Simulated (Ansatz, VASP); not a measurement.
## Be in VASP and in Ansatz

```xyz
2
Lattice="2.2281 0.0000 0.0000 -1.1140 1.9296 0.0000 0.0000 0.0000 3.5125" Properties=species:S:1:pos:R:3 pbc="T T T"
Be    0.0000    1.2864    0.8781
Be    1.1140    0.6432    2.6344
```

Alike in both runs: functional LDA; k mesh 24 × 24 × 14; occupations fermi-dirac, width 0.08 eV; no spin polarisation.

Ansatz relaxed the structure, and its values are those at the end. VASP's run is a single point on that final structure, the one shown.

```csv
,VASP,Ansatz
version,VASP 6.6.1,Ansatz 0.2.0
potentials or method,"VASP PAW LDA potentials, release 64 (Be)","PAW with Ansatz's default frozen-core files, scalar-relativistic"
plane-wave cutoff (eV),520,420
valence electrons in the cell,4,4
```

|  | VASP | Ansatz | Ansatz less VASP |
| --- | --- | --- | --- |
| pressure (GPa) | 0.4 | 0.0 | -0.45 |

LDA's correlation is that of Perdew and Zunger in VASP and of Perdew and Wang (1992) in Ansatz.
